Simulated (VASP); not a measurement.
Crystal: AgCl.

```xyz
2
Lattice="3.4340 0.0000 0.0000 0.0000 3.4340 0.0000 0.0000 0.0000 3.4340" Properties=species:S:1:pos:R:3 pbc="T T T"
Ag    0.0000    0.0000    0.0000
Cl    1.7170    1.7170    1.7170
```

Program: VASP 6.6.1. Alike in all runs: task single point; level PBE; potentials or basis VASP PAW PBE potentials, release 64 (Ag, Cl); no spin polarisation; cell as given; cutoff (eV) 520; smearing gaussian 0.02 eV. Hardware: 1 thread of Intel(R) Xeon(R) Platinum 8488C (Sapphire Rapids), on a shared host.

Order these runs on this cell by their wall time, lowest first.
A. k mesh 4 × 4 × 4
B. k mesh 12 × 12 × 12
C. k mesh 1 × 1 × 1

C (4.2 s), A (8.9 s), B (39 s).

Caveats: some runs use coarse meshes.
